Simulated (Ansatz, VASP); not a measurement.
# Sn3Se, level by level in two programs

```
Sn Se
1.0
     4.71005    0.00000    0.00000
     0.00000    4.71005    0.00000
     0.00000    0.00000    4.71005
Sn Se
3 1
Direct
  0.50000 0.50000 0.00000
  0.50000 0.00000 0.50000
  0.00000 0.50000 0.50000
  0.00000 0.00000 0.00000
```

Single points on this cell with VASP 6.6.1 and Ansatz 0.2.0. Each row is one pair of runs. Alike in all rows: spin: off; k mesh: 6 × 6 × 6; smearing: fermi-dirac, width 0.05 eV.

```csv
level,"VASP's potentials, cutoff","Ansatz's potentials, cutoff","gap on the k mesh at the Fermi level (eV), VASP","gap on the k mesh at the Fermi level (eV), Ansatz","pressure (GPa), VASP","pressure (GPa), Ansatz"
LDA,"VASP PAW LDA potentials, release 64 (Sn_d, Se), 520 eV","Ansatz PAW, 420 eV",none,none,-3.0,-3.0
PBE,"VASP PAW PBE potentials, release 64 (Sn_d, Se), 520 eV","Ansatz PAW, 420 eV",none,none,1.3,1.3
r2SCAN,"VASP PAW PBE potentials, release 64 (Sn_d, Se), 520 eV","Ansatz PAW, 500 eV",none,none,0.4,0.4
```

Pressure (GPa): the two programs differ by at most 0.04.

VASP's potentials hold 48 valence electrons a cell and Ansatz's 58, so a difference there can come from the potentials and not from the codes.

A gap of «none» marks a metal or a gap that the smearing closes.
